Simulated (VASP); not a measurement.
# Sb in VASP: notebook, part 2 of 2

VASP 6.6.1. The steps go on from the part before.

### 4 Electric field gradients, PBE (x and y stretched by -2 %, z held)

File INCAR:

```
ALGO     = Normal         # electronic algorithm
EDIFF    = 1E-8           # SCF threshold, eV
ENCUT    = 520            # plane-wave cutoff, eV
GGA      = PE             # functional
ISIF     = 2              # what is computed and relaxed
ISMEAR   = -1             # smearing method
LASPH    = True           # aspherical terms in the spheres
LCHARG   = False          # write CHGCAR
LEFG     = True         
LREAL    = False          # projectors in reciprocal space
LWAVE    = False          # write WAVECAR
NBANDS   = 12             # bands
NELM     = 100            # most SCF steps
PREC     = Accurate       # precision mode
SIGMA    = 0.05           # smearing width, eV
```

File KPOINTS:

```
k-points
0
Gamma
  9 9 9
```

File POSCAR:

```
Sb
1.0
    2.1075883254      1.2168166870      3.7440000000
   -2.1075883254      1.2168166870      3.7440000000
    0.0000000000     -2.4336333739      3.7440000000
Sb
2
Direct
    0.2336400000      0.2336400000      0.2336400000
    0.7663600000      0.7663600000      0.7663600000
```

Potentials or basis: VASP PAW PBE potentials, release 64 (Sb).

On the command line:

```bash
$ cat potpaw_PBE.64/Sb/POTCAR > POTCAR
$ mpirun -np 1 vasp_std > vasp.out
```

OUTCAR:

```text
EDIFF = 1E-8
   ENCUT = 520
   GGA = PE
   ISIF = 2
   ISMEAR = -1
   LASPH = True
   LREAL = False
   NELM = 100
   PREC = Accurate

 ion  position               nearest neighbor table
   1  0.234  0.234  0.234-   2 2.86   2 2.86   2 2.86   2 3.31   2 3.31   2 3.31
   2  0.766  0.766  0.766-   1 2.86   1 2.86   1 2.86   1 3.31   1 3.31   1 3.31

  LATTYP: Found a trigonal (rhomboedric) cell.
 ALAT       =     4.4654347380
 COS(alpha) =     0.5544729564

  Lattice vectors:

 A1 = (   2.1075883254,   1.2168166870,   3.7440000000)
 A2 = (  -2.1075883254,   1.2168166870,   3.7440000000)
 A3 = (   0.0000000000,  -2.4336333739,   3.7440000000)

Analysis of symmetry for initial positions (statically):
=====================================================================
 Subroutine PRICEL returns:
 Original cell was already a primitive cell.

 Routine SETGRP: Setting up the symmetry group for a
 trigonal (rhombohedral) supercell.

 Subroutine GETGRP returns: Found 12 space group operations
 (whereof 12 operations were pure point group operations)
 out of a pool of 12 trial point group operations.

The static configuration has the point symmetry D_3d.

Analysis of symmetry for dynamics (positions and initial velocities):
=====================================================================
 Subroutine PRICEL returns:
 Original cell was already a primitive cell.

 Routine SETGRP: Setting up the symmetry group for a
 trigonal (rhombohedral) supercell.

 Subroutine GETGRP returns: Found 12 space group operations
 (whereof 12 operations were pure point group operations)
 out of a pool of 12 trial point group operations.

The dynamic configuration has the point symmetry D_3d.

 Subroutine INISYM returns: Found 12 space group operations
 (whereof 12 operations are pure point group operations),
 and found     1 'primitive' translations

----------------------------------------------------------------------------------------

                                     Primitive cell

  volume of cell :      57.6100

  direct lattice vectors                    reciprocal lattice vectors
     2.107588325  1.216816687  3.744000000     0.237237981  0.136969412  0.089031339
    -2.107588325  1.216816687  3.744000000    -0.237237981  0.136969412  0.089031339
     0.000000000 -2.433633374  3.744000000     0.000000000 -0.273938825  0.089031339

  length of vectors
     4.465434738  4.465434738  4.465434738     0.288043502  0.288043502  0.288043502

  position of ions in fractional coordinates (direct lattice)
     0.233640000  0.233640000  0.233640000
     0.766360000  0.766360000  0.766360000

  ion indices of the primitive-cell ions
   primitive index   ion index
                 1           1
                 2           2

----------------------------------------------------------------------------------------

 KPOINTS: k-points

Automatic generation of k-mesh.
 Grid dimensions read from file:
 generate k-points for:    9    9    9

 Generating k-lattice:
[... 80 lines left out ...]
   IMIX   =      4    mixing-type and parameters
     AMIX     =   0.40;   BMIX     =  1.00
     AMIX_MAG =   1.60;   BMIX_MAG =  1.00
  volume/ion in A,a.u.               =      28.81       194.39
  Fermi-wavevector in a.u.,A,eV,Ry     =   0.913220  1.725736 11.346865  0.833971
  Thomas-Fermi vector in A             =   2.037707
   LORBIT       =      0    0 simple, 1 ext, 2 COOP (PROOUT), +10 PAW based schemes
   GGA     = PE    functional components
   LHFCALC =     F    Hartree Fock is set to
   AEXX    =    0.0000 exact exchange contribution
   IVDW    =     0    specifies the selected vdW correction
   LEPSILON=     F    determine dielectric tensor
   LRPA    =     F    only Hartree local field effects (RPA)
 non-spin polarized calculation
  energy-cutoff  :      520.00
  volume of cell :       57.61
 maximum number of plane-waves:      1567
 NGX is ok and might be reduce to    36
   NGX = 17   NGY = 17   NGZ = 17

 number of electron      10.0000000 magnetization

 Free energy of the ion-electron system (eV)
  ---------------------------------------------------
  ext. energy  EPLUGINS =         0.00000000
  ---------------------------------------------------
  free energy    TOTEN  =        -8.17466074 eV

  energy without entropy =       -8.17212189  energy(sigma->0) =       -8.17339132

 E-fermi :   7.9524     XC(G=0):  -9.7346

 val. band max:        7.9118032669   @ k =   0.4444   0.0000   0.0000
 cond. band min:       8.0234492316   @ k =   0.3333   0.2222   0.2222
 fundamental gap:      0.1116459647
 Fermi energy:         7.9523707689

 k-point     1 :       0.0000    0.0000    0.0000
  band No.  band energies     occupation
      1      -5.2155      2.00000
      2       3.3362      2.00000
      3       5.5699      2.00000
      4       6.0830      2.00000
      5       6.0830      2.00000
      6       9.9818      0.00000
      7      10.6663      0.00000
      8      10.6663      0.00000
      9      13.0211      0.00000
     10      13.0211      0.00000
     11      13.1271      0.00000
     12      14.3866      0.00000
[... 331 lines left out ...]
 k-point    24 :       0.4444    0.4444    0.0000
  band No.  band energies     occupation
      1      -2.8420      2.00000
      2      -0.0656      2.00000
      3       2.3800      2.00000
      4       3.9338      2.00000
      5       4.1377      2.00000
      6       9.3179      0.00000
      7      12.9574      0.00000
      8      13.5566      0.00000
      9      14.6869      0.00000
     10      16.5384      0.00000
     11      17.7820      0.00000
     12      18.6812      0.00000

 [... further k-points ...]

------------------------ aborting loop because EDIFF is reached ----------------------------------------

  FORCE on cell =-STRESS in cart. coord.  units (eV):
  Direction    XX          YY          ZZ          XY          YZ          ZX
  --------------------------------------------------------------------------------------
  -------------------------------------------------------------------------------------
  Total        2.4330866      2.4330866      1.8142970      0.0000000      0.0000000      0.0000000
  in kB       67.6659405     67.6659405     50.4569425      0.0000000      0.0000000      0.0000000
  external PRESSURE =      61.9296078 kB  Pullay stress =       0.0000000 kB

 VOLUME and BASIS-vectors are now :
 -----------------------------------------------------------------------------
  energy-cutoff  :      520.00
  volume of cell :       57.61
      direct lattice vectors                 reciprocal lattice vectors
     2.107588325  1.216816687  3.744000000     0.237237981  0.136969412  0.089031339
    -2.107588325  1.216816687  3.744000000    -0.237237981  0.136969412  0.089031339
     0.000000000 -2.433633374  3.744000000     0.000000000 -0.273938825  0.089031339

 POSITION                                       TOTAL-FORCE (eV/Angst)
 -----------------------------------------------------------------------------------
      0.00000      0.00000      2.62424         0.000000      0.000000      0.484558
      0.00000      0.00000      8.60776         0.000000     -0.000000     -0.484558
 -----------------------------------------------------------------------------------
    total drift:                                0.000000     -0.000000      0.000000

  FREE ENERGIE OF THE ION-ELECTRON SYSTEM (eV)
  ---------------------------------------------------
  free  energy   TOTEN  =        -8.1746607439 eV

  energy  without entropy=       -8.1721218886  energy(sigma->0) =       -8.17339132

 Electric field gradients (V/A^2)
---------------------------------------------------------------------
 ion       V_xx      V_yy      V_zz      V_xy      V_xz      V_yz
---------------------------------------------------------------------
   1      19.195    19.195   -38.390    -0.000     0.000    -0.000
   2      19.195    19.195   -38.390    -0.000     0.000    -0.000
---------------------------------------------------------------------

 Electric field gradients after diagonalization (V/A^2)
 (convention: |V_zz| > |V_xx| > |V_yy|)
----------------------------------------------------------------------
 ion       V_xx      V_yy      V_zz     asymmetry (V_yy - V_xx)/ V_zz
----------------------------------------------------------------------
   1      19.195    19.195   -38.390       0.000
   2      19.195    19.195   -38.390       0.000
----------------------------------------------------------------------

           NMR quadrupolar parameters

 Cq : quadrupolar parameter    Cq=e*Q*V_zz/h
 eta: asymmetry parameters     (V_yy - V_xx)/ V_zz
 Q  : nuclear electric quadrupole moment in mb (millibarn)
----------------------------------------------------------------------
 ion       Cq(MHz)       eta       Q (mb)
----------------------------------------------------------------------
   1      -0.093       0.000       1.000
   2      -0.093       0.000       1.000
----------------------------------------------------------------------
```

Wall time 40 s (1 thread of Intel Xeon Platinum 8488C (Sapphire Rapids), shared host); peak memory 0.22 GiB.

What came out:

| Property | Result |
| --- | --- |
| Free energy | -8.1747 eV |
| Pressure | 6.2 GPa |
| Largest force | 0.485 eV/Å |
| Band gap on the k mesh | zero (bands 5 and 6 overlap by 0.11 eV) |
| Largest electric field gradient by atom | Sb -38.4 V/Å² |

Forces in eV/Å, atoms in the order of the input:
```
Sb   0.000  0.000  0.485
Sb   0.000  0.000 -0.485
```

Stress tensor (GPa, compression positive):
```
6.77 0.00 0.00
0.00 6.77 0.00
0.00 0.00 5.05
```

Electric field gradients, principal values (V/Å²):
```csv
atom,least,middle,greatest (by size)
1 Sb,19.195,19.195,-38.390
2 Sb,19.195,19.195,-38.390
```

Caveat: the cell differs from its parent crystal (x and y stretched by -2 %, z held); the cell stands under pressure; without QUAD_EFG the Cq values of the log hold for a quadrupole moment of 1 mb, not for the nuclei; spin-orbit coupling is left out, which moves the levels of the heavy elements.

### 5 Summary

| level | potentials or basis | cell | cutoff (eV) | gap on the mesh (eV) | pressure (GPa) | largest force (eV/Å) |
| --- | --- | --- | --- | --- | --- | --- |
| PBE | VASP PAW PBE potentials, release 64 (Sb_d_GW) | a = 4.561, b = 4.466, c = 4.451 Å, angles 57.1, 57.5, 56.9°, 2 atoms | 400 | none | 2.8 | 0.23 |
| r2SCAN | VASP PAW PBE potentials, release 64 (Sb_d_GW) | a = 4.493 Å, angles 57.2°, 2 atoms | 440 | - | 2.1 | 0.04 |
| PBE | VASP PAW PBE potentials, release 64 (Sb) | a = 4.465 Å, angles 56.3°, 2 atoms | 520 | none | 6.2 | 0.48 |

Alike in all rows: task electric field gradients; no spin polarisation; k mesh 9 × 9 × 9; smearing fermi-dirac 0.05 eV.

Caveats: spin-orbit coupling is left out, which moves the levels of the heavy elements; the PAW data sets were made with another functional, which shifts forces and pressure a little (at least some runs); the cell stands under pressure (at least some runs).

Absolute energies hang on the potentials; compare differences alone.
